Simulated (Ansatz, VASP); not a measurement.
**One calculation of BaZrBe3F12, two programs**

The input INCAR:

```
ALGO     = Normal         # electronic algorithm
EDIFF    = 1E-6           # SCF threshold, eV
ENCUT    = 520            # plane-wave cutoff, eV
GGA      = PE             # functional
ISIF     = 2              # what is computed and relaxed
ISMEAR   = -1             # smearing method
LASPH    = True           # aspherical terms in the spheres
LCHARG   = True           # write CHGCAR
LELF     = True           # ELF
LREAL    = Auto         
LVHAR    = True         
LWAVE    = False          # write WAVECAR
NBANDS   = 70             # bands
NELM     = 80             # most SCF steps
PREC     = Accurate       # precision mode
SIGMA    = 0.1637         # smearing width, eV
```

The input KPOINTS:

```
k-points
0
Gamma
  3 3 3
```

POSCAR

```
BaZrBe3F12
1.0
    6.2858920000     -0.0721330000      0.0901150000
   -0.0721330000      6.3112050000      0.0957760000
    0.0901150000      0.0957760000      6.0782540000
Zr F Ba Be
1 12 1 3
Direct
    0.7250261507      0.7960476252      0.8693184084
    0.6138559677      0.7589811653      0.5289790058
    0.9778789231      0.8963454314      0.5323560219
    0.3785462591      0.7221051596      0.9587626210
    0.1881076317      0.2118545541      0.0155196841
    0.2668157272      0.1216834638      0.3803361124
    0.7057301335      0.5606368951      0.1303703856
    0.8594163381      0.2143368438      0.2861725071
    0.6012112106      0.1208430960      0.6778360480
    0.9652285459      0.9319997077      0.0381079465
    0.5867752827      0.9378468863      0.1858953959
    0.3566662390      0.5421775896      0.3423485946
    0.8430482847      0.5429382403      0.7825300102
    0.2058910655      0.4480749089      0.7080412161
    0.0842238149      0.1169003521      0.2473774169
    0.5186266869      0.7162800410      0.2313460107
    0.7806797307      0.9979161036      0.4554965391
```

Input for Ansatz:

```yaml
crystal:
  lattice:
    - [6.285892, -0.072133, 0.090115]
    - [-0.072133, 6.311205, 0.095776]
    - [0.090115, 0.095776, 6.078254]
  atoms:
    - { symbol: Zr, position: [0.7250261507, 0.7960476252, 0.8693184084] }
    - { symbol: F, position: [0.6138559677, 0.7589811653, 0.5289790058] }
    - { symbol: F, position: [0.9778789231, 0.8963454314, 0.5323560219] }
    - { symbol: F, position: [0.3785462591, 0.7221051596, 0.958762621] }
    - { symbol: F, position: [0.1881076317, 0.2118545541, 0.0155196841] }
    - { symbol: F, position: [0.2668157272, 0.1216834638, 0.3803361124] }
    - { symbol: F, position: [0.7057301335, 0.5606368951, 0.1303703856] }
    - { symbol: F, position: [0.8594163381, 0.2143368438, 0.2861725071] }
    - { symbol: F, position: [0.6012112106, 0.120843096, 0.677836048] }
    - { symbol: F, position: [0.9652285459, 0.9319997077, 0.0381079465] }
    - { symbol: F, position: [0.5867752827, 0.9378468863, 0.1858953959] }
    - { symbol: F, position: [0.356666239, 0.5421775896, 0.3423485946] }
    - { symbol: F, position: [0.8430482847, 0.5429382403, 0.7825300102] }
    - { symbol: Ba, position: [0.2058910655, 0.4480749089, 0.7080412161] }
    - { symbol: Be, position: [0.0842238149, 0.1169003521, 0.2473774169] }
    - { symbol: Be, position: [0.5186266869, 0.716280041, 0.2313460107] }
    - { symbol: Be, position: [0.7806797307, 0.9979161036, 0.4554965391] }
basis:
  ecutwfc: 420
kpoints:
  mp_grid: { grid: [3, 3, 3] }
hamiltonian:
  xc: pbe
scf:
  occupations: { method: fermi_dirac, width: 0.1637 }
output:
  forces: true
  stress: true
  eigenvalues: true
  populations: true
  write_density: true
  write_potential: true
  elf: true
  volumetric_format: npy
```

Alike in both runs: task single point; functional PBE; k mesh 3 × 3 × 3; occupations fermi-dirac, width 0.1637 eV; no spin polarisation.

|  | VASP | Ansatz |
| --- | --- | --- |
| version | VASP 6.6.1 | Ansatz 0.2.0 |
| potentials or method | VASP PAW PBE potentials, release 64 (Zr_sv, F, Ba_sv, Be), cutoff 520 eV | scalar-relativistic, plane waves, PAW |
| valence electrons in the cell | 112 | 112 |

|  | VASP | Ansatz | Ansatz less VASP |
| --- | --- | --- | --- |
| gap on the k mesh at the Fermi level (eV) | 3.96 | 4.01 | +0.053 |
| least direct gap on the mesh (eV) | 3.97 | 4.02 | +0.052 |
| rms of the force components (eV/Å) | 1.359 | 1.337 | -0.0222 |

Atom by atom the forces differ by 0.069 eV/Å (rms over components). The functional is the same, so the differences come from potentials, cutoffs and numerics.

Neither program's run includes spin-orbit coupling.
